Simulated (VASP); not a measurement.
# Mo (Im-3m) in VASP: notebook

Mo is run at these levels: PBE; tasks: single point.

All numbers are computed with VASP 6.6.1; they aren't measurements. Logs are shortened: lines on timing, memory, paths and dates and some standing lists are left out, and cuts for length are marked.

**1. The cell of the first run**

The structure is cubic, space group Im-3m (No. 229). Conventional cell: a = 3.168 Å, b = 3.168 Å, c = 3.168 Å, α = 90.00°, β = 90.00°, γ = 90.00°. Within 3.6 Å of Mo (site symmetry m-3m) lie 14 Mo at 2.74 to 3.17 Å.

**2. Single point, PBE**

File INCAR:

```
SYSTEM = Mo
PREC = Accurate
ENCUT = 520
EDIFF = 1E-6
ISMEAR = 0
SIGMA = 0.014
LREAL = .FALSE.
LASPH = .TRUE.
NELM = 60
ALGO = Normal
ISIF = 2
LWAVE = .FALSE.
LCHARG = .TRUE.
GGA = PE
LELF = .TRUE.
LVHAR = .TRUE.
NBANDS = 13
```

File KPOINTS:

```
regular mesh
0
G
  12 12 12
  0 0 0
```

File POSCAR:

```
Mo
1.0
   -1.5838089719      1.5838089719      1.5838089719
    1.5838089719     -1.5838089719      1.5838089719
    1.5838089719      1.5838089719     -1.5838089719
Mo
1
Direct
    0.0000000000      0.0000000000      0.0000000000
```

Potentials or basis: VASP PAW PBE potentials, release 64 (Mo_sv).

On the command line:

```console
$ cat potpaw_PBE.64/Mo_sv/POTCAR > POTCAR
$ mpirun -np 1 vasp_std > vasp.out
```

OUTCAR:

```text
SYSTEM = Mo
   PREC = Accurate
   ENCUT = 520
   EDIFF = 1E-6
   ISMEAR = 0
   LREAL = .FALSE.
   LASPH = .TRUE.
   NELM = 60
   ISIF = 2
   GGA = PE

 ion  position               nearest neighbor table
   1  0.000  0.000  0.000-

  LATTYP: Found a body centered cubic cell.
 ALAT       =     3.1676179438

  Lattice vectors:

 A1 = (  -1.5838089719,   1.5838089719,   1.5838089719)
 A2 = (   1.5838089719,  -1.5838089719,   1.5838089719)
 A3 = (   1.5838089719,   1.5838089719,  -1.5838089719)

Analysis of symmetry for initial positions (statically):
=====================================================================
 Subroutine PRICEL returns:
 Original cell was already a primitive cell.

 Routine SETGRP: Setting up the symmetry group for a
 body centered cubic supercell.

 Subroutine GETGRP returns: Found 48 space group operations
 (whereof 48 operations were pure point group operations)
 out of a pool of 48 trial point group operations.

The static configuration has the point symmetry O_h .

Analysis of symmetry for dynamics (positions and initial velocities):
=====================================================================
 Subroutine PRICEL returns:
 Original cell was already a primitive cell.

 Routine SETGRP: Setting up the symmetry group for a
 body centered cubic supercell.

 Subroutine GETGRP returns: Found 48 space group operations
 (whereof 48 operations were pure point group operations)
 out of a pool of 48 trial point group operations.

The dynamic configuration has the point symmetry O_h .

 Subroutine INISYM returns: Found 48 space group operations
 (whereof 48 operations are pure point group operations),
 and found     1 'primitive' translations

----------------------------------------------------------------------------------------

                                     Primitive cell

  volume of cell :      15.8916

  direct lattice vectors                    reciprocal lattice vectors
    -1.583808972  1.583808972  1.583808972     0.000000000  0.315694638  0.315694638
     1.583808972 -1.583808972  1.583808972     0.315694638  0.000000000  0.315694638
     1.583808972  1.583808972 -1.583808972     0.315694638  0.315694638  0.000000000

  length of vectors
     2.743237609  2.743237609  2.743237609     0.446459639  0.446459639  0.446459639

  position of ions in fractional coordinates (direct lattice)
     0.000000000  0.000000000  0.000000000

  ion indices of the primitive-cell ions
   primitive index   ion index
                 1           1

----------------------------------------------------------------------------------------

 KPOINTS: regular mesh

Automatic generation of k-mesh.
 Grid dimensions read from file:
 generate k-points for:   12   12   12

 Generating k-lattice:

  Cartesian coordinates                     Fractional coordinates (reciprocal lattice)
     0.000000000  0.026307886  0.026307886     0.083333333  0.000000000  0.000000000
     0.026307886  0.000000000  0.026307886     0.000000000  0.083333333  0.000000000
     0.026307886  0.026307886  0.000000000     0.000000000  0.000000000  0.083333333

  Length of vectors
     0.037204970  0.037204970  0.037204970

  Shift w.r.t. Gamma in fractional coordinates (k-lattice)
     0.000000000  0.000000000  0.000000000

 Subroutine IBZKPT returns following result:
 ===========================================

 Found     72 irreducible k-points:

 Following reciprocal coordinates:
            Coordinates               Weight
  0.000000  0.000000  0.000000      1.000000
  0.083333  0.000000  0.000000     12.000000
  0.166667  0.000000  0.000000     12.000000
  0.250000  0.000000  0.000000     12.000000
  0.333333  0.000000  0.000000     12.000000
  0.416667  0.000000  0.000000     12.000000
[... 16 lines left out ...]
  0.333333  0.083333  0.083333     24.000000
  0.416667  0.083333  0.083333     12.000000
 [... further k-points ...]
   k-points           NKPTS =     72   k-points in BZ     NKDIM =     72   number of bands    NBANDS=     13
   number of dos      NEDOS =    301   number of ions     NIONS =      1
   total plane-waves  NPLWV =   8000
   dimension x,y,z NGX =    20 NGY =   20 NGZ =   20
   dimension x,y,z NGXF=    40 NGYF=   40 NGZF=   40
   ions per type =               1
   NGX,Y,Z   is equivalent  to a cutoff of  12.12, 12.12, 12.12 a.u.
   NGXF,Y,Z  is equivalent  to a cutoff of  24.24, 24.24, 24.24 a.u.
 SYSTEM =  Mo
   PREC   = accura    normal or accurate (medium, high low for compatibility)
   ISTART =      0    job   : 0-new  1-cont  2-samecut
   ICHARG =      2    charge: 1-file 2-atom 10-const
   ISPIN  =      1    spin polarized calculation?
   LNONCOLLINEAR =      F non collinear calculations
   LSORBIT =      F    spin-orbit coupling
   LASPH  =      T    aspherical Exc in radial PAW
   ENCUT  =  520.0 eV  38.22 Ry    6.18 a.u.   5.10  5.10  5.10*2*pi/ulx,y,z
   NELM   =     60;   NELMIN=  2; NELMDL= -5     # of ELM steps
   EDIFF  = 0.1E-05   stopping-criterion for ELM
   LREAL  =      F    real-space projection
   EDIFFG = 0.1E-04   stopping-criterion for IOM
   NSW    =      0    number of steps for IOM
   IBRION =     -1    ionic relax: 0-MD 1-quasi-New 2-CG
   NFREE  =      0    steps in history (QN), initial steepest desc. (CG)
   ISIF   =      2    stress and relaxation
   ISYM   =      2    0-nonsym 1-usesym 2-fastsym
   POTIM  = 0.5000    time-step for ionic-motion
   TEBEG  =    0.0;   TEEND  =   0.0 temperature during run
   PSTRESS=    0.0 pullay stress
   NELECT =      14.0000    total number of electrons
   NUPDOWN=      -1.0000    fix difference up-down
   EMIN   =  10.00;   EMAX   =-10.00  energy-range for DOS
   EFERMI =   0.00;   METHOD = LEGACY
   ISMEAR =     0;   SIGMA  =   0.01  broadening in eV -4-tet -1-fermi 0-gaus
   EFERMI_NEDOS =   21; number of points for ismear=-14 and -15
   IALGO  =     38    algorithm
   IMIX   =      4    mixing-type and parameters
     AMIX     =   0.40;   BMIX     =  1.00
     AMIX_MAG =   1.60;   BMIX_MAG =  1.00
  volume/ion in A,a.u.               =      15.89       107.24
  Fermi-wavevector in a.u.,A,eV,Ry     =   1.569380  2.965698 33.510508  2.462953
  Thomas-Fermi vector in A             =   2.671271
   LORBIT       =      0    0 simple, 1 ext, 2 COOP (PROOUT), +10 PAW based schemes
   GGA     = PE    functional components
   LHFCALC =     F    Hartree Fock is set to
   AEXX    =    0.0000 exact exchange contribution
   IVDW    =     0    specifies the selected vdW correction
   LEPSILON=     F    determine dielectric tensor
   LRPA    =     F    only Hartree local field effects (RPA)
 non-spin polarized calculation
 Gauss-broadening in eV      SIGMA  =   0.01
  energy-cutoff  :      520.00
  volume of cell :       15.89
 maximum number of plane-waves:       442
   NGX = 11   NGY = 11   NGZ = 11

 number of electron      14.0000005 magnetization

 Free energy of the ion-electron system (eV)
  ---------------------------------------------------
  ext. energy  EPLUGINS =         0.00000000
  ---------------------------------------------------
  free energy    TOTEN  =       -10.94978520 eV

  energy without entropy =      -10.94973001  energy(sigma->0) =      -10.94975761

 E-fermi :  12.2756     XC(G=0): -13.2972

 val. band max:       12.2755669620   @ k =   0.5000   0.5000   0.0833
 cond. band min:      12.3344538264   @ k =  -0.3333   0.3333   0.2500
 fundamental gap:      0.0588868644
 Fermi energy:        12.2755840537

 k-point     1 :       0.0000    0.0000    0.0000
  band No.  band energies     occupation
      1     -48.9477      2.00000
      2     -22.2510      2.00000
      3     -22.2510      2.00000
      4     -22.2510      2.00000
      5       5.1491      2.00000
      6      10.9986      2.00000
      7      10.9986      2.00000
      8      10.9986      2.00000
      9      13.9630      0.00000
     10      13.9630      0.00000
     11      27.1363      0.00000
     12      27.1363      0.00000
     13      27.1363      0.00000

 k-point     2 :       0.0833    0.0000    0.0000
  band No.  band energies     occupation
      1     -48.9314      2.00000
      2     -22.3459      2.00000
      3     -22.2804      2.00000
      4     -22.2517      2.00000
      5       5.4478      2.00000
      6      10.8325      2.00000
      7      10.9674      2.00000
      8      11.2797      2.00000
      9      13.7324      0.00000
     10      13.9687      0.00000
     11      27.3483      0.00000
     12      27.6411      0.00000
     13      27.6924      0.00000

 k-point     3 :       0.1667    0.0000    0.0000
  band No.  band energies     occupation
      1     -48.8867      2.00000
      2     -22.6005      2.00000
      3     -22.3600      2.00000
      4     -22.2535      2.00000
      5       6.2390      2.00000
      6      10.4100      2.00000
      7      10.8212      2.00000
      8      12.0964      2.00000
      9      13.4068      0.00000
     10      14.0078      0.00000
     11      27.6346      0.00000
     12      28.6658      0.00000
     13      29.0662      0.00000

 k-point     4 :       0.2500    0.0000    0.0000
  band No.  band energies     occupation
      1     -48.8252      2.00000
      2     -22.9376      2.00000
      3     -22.4671      2.00000
      4     -22.2561      2.00000
      5       7.1066      2.00000
      6       9.8927      2.00000
      7      10.7914      2.00000
      8      13.3622      0.00000
      9      13.4444      0.00000
     10      14.1198      0.00000
     11      27.0711      0.00000
     12      28.3262      0.00000
     13      31.2016      0.00000

 k-point     5 :       0.3333    0.0000    0.0000
  band No.  band energies     occupation
      1     -48.7629      2.00000
      2     -23.2638      2.00000
      3     -22.5723      2.00000
      4     -22.2587      2.00000
      5       7.3782      2.00000
      6       9.4287      2.00000
      7      11.6122      2.00000
      8      13.7580      0.00000
      9      14.3093      0.00000
     10      14.8966      0.00000
     11      25.7754      0.00000
     12      26.5024      0.00000
     13      33.0160      0.00000

 k-point     6 :       0.4167    0.0000    0.0000
  band No.  band energies     occupation
      1     -48.7169      2.00000
      2     -23.4963      2.00000
      3     -22.6482      2.00000
      4     -22.2607      2.00000
      5       7.2096      2.00000
      6       9.1159      2.00000
      7      13.0011      0.00000
      8      14.0487      0.00000
      9      14.5089      0.00000
     10      16.3239      0.00000
     11      24.5837      0.00000
     12      24.6738      0.00000
     13      30.4904      0.00000

 k-point     7 :       0.5000    0.0000    0.0000
  band No.  band energies     occupation
      1     -48.6999      2.00000
      2     -23.5802      2.00000
      3     -22.6757      2.00000
      4     -22.2615      2.00000
      5       7.1052      2.00000
      6       9.0063      2.00000
      7      13.8950      0.00000
      8      13.9821      0.00000
      9      14.5980      0.00000
     10      16.9600      0.00000
     11      23.7243      0.00000
     12      24.2564      0.00000
     13      29.4810      0.00000
[... 193 lines left out ...]
 k-point    20 :       0.0833    0.0833    0.0833
  band No.  band energies     occupation
      1     -48.8611      2.00000
      2     -22.7647      2.00000
      3     -22.3201      2.00000
      4     -22.3201      2.00000
      5       6.7323      2.00000
      6      10.2417      2.00000
      7      10.2417      2.00000
      8      13.0236      0.00000
      9      13.7476      0.00000
     10      13.7476      0.00000
     11      28.3546      0.00000
     12      28.6696      0.00000
     13      28.6696      0.00000

 k-point    21 :       0.1667    0.0833    0.0833
  band No.  band energies     occupation
      1     -48.8063      2.00000
      2     -23.0334      2.00000
      3     -22.4402      2.00000
      4     -22.3300      2.00000
      5       7.6526      2.00000
      6       9.7376      2.00000
      7      10.0085      2.00000
      8      13.6778      0.00000
      9      14.0757      0.00000
     10      14.5500      0.00000
     11      27.6428      0.00000
     12      28.1262      0.00000
     13      29.8550      0.00000

 k-point    22 :       0.2500    0.0833    0.0833
  band No.  band energies     occupation
      1     -48.7510      2.00000
      2     -23.2720      2.00000
      3     -22.5836      2.00000
      4     -22.3401      2.00000
      5       7.9792      2.00000
      6       9.3367      2.00000
      7      10.6559      2.00000
      8      13.8581      0.00000
      9      14.3473      0.00000
     10      16.2887      0.00000
     11      26.2477      0.00000
     12      26.2867      0.00000
     13      29.9937      0.00000

 k-point    23 :       0.3333    0.0833    0.0833
  band No.  band energies     occupation
      1     -48.7102      2.00000
      2     -23.4350      2.00000
      3     -22.6962      2.00000
      4     -22.3475      2.00000
      5       7.7819      2.00000
      6       9.0839      2.00000
      7      11.9422      2.00000
      8      14.0739      0.00000
      9      14.5487      0.00000
     10      17.8592      0.00000
     11      24.1470      0.00000
     12      25.1731      0.00000
     13      28.6685      0.00000

 k-point    24 :       0.4167    0.0833    0.0833
  band No.  band energies     occupation
      1     -48.6952      2.00000
      2     -23.4927      2.00000
      3     -22.7385      2.00000
      4     -22.3502      2.00000
      5       7.6695      2.00000
      6       8.9979      2.00000
      7      12.6197      0.00000
      8      14.1428      0.00000
      9      14.6276      0.00000
     10      18.5629      0.00000
     11      23.1691      0.00000
     12      24.7769      0.00000
     13      28.1435      0.00000

 [... further k-points ...]
[... 5 lines left out ...]
  --------------------------------------------------------------------------------------
  -------------------------------------------------------------------------------------
  Total       -0.1414817     -0.1414817     -0.1414817      0.0000000     -0.0000000      0.0000000
  in kB      -14.2640355    -14.2640355    -14.2640355      0.0000000     -0.0000000      0.0000000
  external PRESSURE =     -14.2640355 kB  Pullay stress =       0.0000000 kB

 VOLUME and BASIS-vectors are now :
 -----------------------------------------------------------------------------
  energy-cutoff  :      520.00
  volume of cell :       15.89
      direct lattice vectors                 reciprocal lattice vectors
    -1.583808972  1.583808972  1.583808972     0.000000000  0.315694638  0.315694638
     1.583808972 -1.583808972  1.583808972     0.315694638  0.000000000  0.315694638
     1.583808972  1.583808972 -1.583808972     0.315694638  0.315694638  0.000000000

 POSITION                                       TOTAL-FORCE (eV/Angst)
 -----------------------------------------------------------------------------------
      0.00000      0.00000      0.00000        -0.000000      0.000000     -0.000000
 -----------------------------------------------------------------------------------
    total drift:                                0.000000     -0.000000      0.000000

  FREE ENERGIE OF THE ION-ELECTRON SYSTEM (eV)
  ---------------------------------------------------
  free  energy   TOTEN  =       -10.9497852044 eV

  energy  without entropy=      -10.9497300069  energy(sigma->0) =      -10.94975761
```

Wall time 12 s (1 thread of Intel Xeon Platinum 8259CL at 2.50GHz (Skylake/Cascade Lake), shared host); peak memory 0.13 GiB.

Results:

```yaml
Free_energy: -10.9498 eV
Pressure: -1.4 GPa
Band_gap_on_the_k_mesh: zero (band 7 reaches 16.22 eV, above the bottom of band 8 at 11.00 eV)
```

**3. Single point, PBE**

File INCAR:

```
SYSTEM = Mo
ALGO = Normal ; EDIFF = 1E-6
ENCUT = 520 ; GGA = PE
ISIF = 2 ; ISMEAR = 0
LASPH = .TRUE. ; LCHARG = .FALSE.
LREAL = .FALSE. ; LWAVE = .FALSE.
NBANDS = 13 ; NELM = 80
PREC = Accurate ; SIGMA = 0.015
```

File KPOINTS:

```
k-points
0
G
  12 12 12
  0 0 0
```

POSCAR is that of step 2.

Potentials or basis: VASP PAW PBE potentials, release 64 (Mo_sv).

On the command line:

```console
$ cat potpaw_PBE.64/Mo_sv/POTCAR > POTCAR
$ mpirun -np 1 vasp_std > vasp.out
```

Wall time 16 s (1 thread of Intel Xeon Platinum 8259CL at 2.50GHz (Skylake/Cascade Lake), shared host); peak memory 0.13 GiB.

The run converged. Its results:

```yaml
Free_energy: -10.9498 eV
Pressure: -1.4 GPa
Band_gap_on_the_k_mesh: zero (band 7 reaches 16.22 eV, above the bottom of band 8 at 11.00 eV)
```

Levels at points of the mesh, in eV from the Fermi level:
| k point | band 5 | band 6 | band 7 | band 8 | band 9 | band 10 |
| --- | --- | --- | --- | --- | --- | --- |
| (0.00, 0.00, 0.00) | -7.13 | -1.28 | -1.28 | -1.28 | 1.69 | 1.69 |
| (0.50, 0.00, 0.00) | -5.17 | -3.27 | 1.62 | 1.71 | 2.32 | 4.68 |
| (0.50, 0.50, 0.50) | -5.26 | -5.26 | 3.94 | 3.94 | 3.94 | 8.99 |

(Part 1 of 2 ends here.)
